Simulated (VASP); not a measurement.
Set up this calculation in VASP 6.6.1, as the native input.

```
Task                   : single point
Functional             : r2SCAN
Potentials or basis    : VASP PAW PBE potentials, release 64 (F, Br, K_sv)
Cutoff                 : 520 eV
k mesh                 : 6 × 6 × 6
Occupations            : gaussian, width 0.01 eV
Spin                   : no spin polarisation
Dipole correction      : no
Further INCAR settings : ALGO = Normal; EDIFF = 1e-06; NBANDS = 24
```

The system is K2BrF.

```xyz
4
Lattice="2.0891 1.2061 6.9683 -2.0891 1.2061 6.9683 0.0000 -2.4123 6.9683" Properties=species:S:1:pos:R:3 pbc="T T T"
F     2.0891    1.2061    6.9683
Br    0.0000    0.0000   10.4524
K     0.0000    0.0000    5.5845
K     0.0000    0.0000   15.3204
```

The input as run:

POSCAR

```
K2BrF
1.0
    2.0890765100      1.2061288854      6.9682934235
   -2.0890765100      1.2061288854      6.9682934235
    0.0000000000     -2.4122577708      6.9682934235
F Br K
1 1 2
Direct
    1.0000000000      0.0000000000      0.0000000000
    0.5000000000      0.5000000000      0.5000000000
    0.2671398778      0.2671398778      0.2671398778
    0.7328601222      0.7328601222      0.7328601222
```

INCAR.step1

```
SYSTEM = K2BrF
  ALGO = Normal
  EDIFF = 1E-4
  ENCUT = 520
  GGA = PE
  ISMEAR = 0
  LASPH = .True.
  LCHARG = .False.
  LREAL = .False.
  LWAVE = .True.
  NBANDS = 24
  NELM = 60
  PREC = Accurate
  SIGMA = 0.01
```

INCAR.step2

```
SYSTEM = K2BrF
  ALGO = Normal
  EDIFF = 1E-6
  ENCUT = 520
  ISIF = 2
  ISMEAR = 0
  ISTART = 1
  LASPH = .True.
  LCHARG = .False.
  LMIXTAU = .True.
  LREAL = .False.
  LWAVE = .False.
  METAGGA = R2SCAN
  NBANDS = 24
  NELM = 60
  PREC = Accurate
  SIGMA = 0.01
```

KPOINTS

```
k-points
0
Gamma
  6 6 6
  0 0 0
```

Potentials or basis: VASP PAW PBE potentials, release 64 (F, Br, K_sv).

Run with:

```console
$ cat potpaw_PBE.64/F/POTCAR potpaw_PBE.64/Br/POTCAR potpaw_PBE.64/K_sv/POTCAR > POTCAR
$ cp INCAR.step1 INCAR
$ mpirun -np 1 vasp_std > vasp.out
$ cp INCAR.step2 INCAR
$ mpirun -np 1 vasp_std > vasp.out
```

Results of the run:

```yaml
Pressure: 0.0 GPa
Largest_force: 0.004 eV/Å
Band_gap_on_the_k_mesh: 4.73 eV
```

Caveat: the PAW data sets were made with another functional, which shifts forces and pressure a little.

Run time: 9.7 min on 1 thread of Intel(R) Xeon(R) Platinum 8488C (Sapphire Rapids), on a shared host, peak memory 0.51 GiB.
